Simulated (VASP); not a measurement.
The system is GdMn.

```xyz
2
Lattice="3.4475 0.0000 0.0000 0.0000 3.4475 0.0000 0.0000 0.0000 3.4475" Properties=species:S:1:pos:R:3 pbc="T T T"
Gd    0.0000    0.0000    0.0000
Mn    1.7238    1.7238    1.7238
```

Base run:

```yaml
Program: VASP 6.6.1
Functional: PBEsol
Potentials_or_basis: VASP PAW PBE potentials, release 64 (Gd, Mn_pv)
Cutoff: 520 eV
k_mesh: 10 × 10 × 10
Occupations: gaussian, width 0.05 eV
Spin: collinear spin, ferrimagnetic start
Starting_moments: "[7.0, -3.5] μB"
Hubbard_terms: Mn d U = 1.0 eV
```

Its results: pressure 4.2 GPa; net moment 3.69 μB per cell; site moments Gd +6.99; Mn -3.63 μB.

Problem. The run is repeated on the same cell with these changes: k mesh from 10 × 10 × 10 to 10 × 10 × 10, shifted; hubbard terms from Mn d U = 1.0 eV to none. What comes out?

Solution. Pressure -0.1 GPa; net moment 4.15 μB per cell; site moments Gd +6.99; Mn -3.19 μB.

Several settings changed at once, so the effect can't be laid on one alone.

Caveats: the PAW data sets were made with another functional, which shifts forces and pressure a little.
